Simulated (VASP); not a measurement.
Wanted: the native input for a VASP 6.6.1 run.

```yaml
Task: single point
Functional: LDA
Potentials_or_basis: VASP PAW LDA potentials, release 64 (Ti_sv, N)
Cutoff: 520 eV
k_mesh: 8 × 8 × 8
Occupations: gaussian, width 0.1 eV
Spin: no spin polarisation
Dipole_correction: no
Further_INCAR_settings: ALGO = Normal; EDIFF = 1e-07; NBANDS = 16
```

The structure of TiN lies in POSCAR:

```
TiN
1.0
    0.0000000000      2.1190000000      2.1190000000
    2.1190000000      0.0000000000      2.1190000000
    2.1190000000      2.1190000000      0.0000000000
Ti N
1 1
Direct
    0.0000000000      0.0000000000      0.0000000000
    0.5000000000      0.5000000000      0.5000000000
```

The input as run:

INCAR

```
  PREC = Accurate
  ENCUT = 520
  EDIFF = 1E-7
  ISMEAR = 0
  SIGMA = 0.1
  LREAL = F
  LASPH = T
  NELM = 100
  ALGO = Normal
  ISIF = 2
  LWAVE = F
  LCHARG = F
  GGA = CA
  NBANDS = 16
```

KPOINTS

```
regular mesh
0
Gamma
  8 8 8
```

Potentials or basis: VASP PAW LDA potentials, release 64 (Ti_sv, N).

Command:

```sh
$ cat potpaw_LDA.64/Ti_sv/POTCAR potpaw_LDA.64/N/POTCAR > POTCAR
$ mpirun -np 1 vasp_std > vasp.out
```

Results of the run:

```
Pressure               : -12.5 GPa
Band gap on the k mesh : zero (an odd number of electrons rules out a gap without spin polarisation)
```

Caveat: the cell stands under tension.

It took 16 s on 1 thread of AMD EPYC 9R45 (Zen 5), on a shared host, peak memory 0.09 GiB.
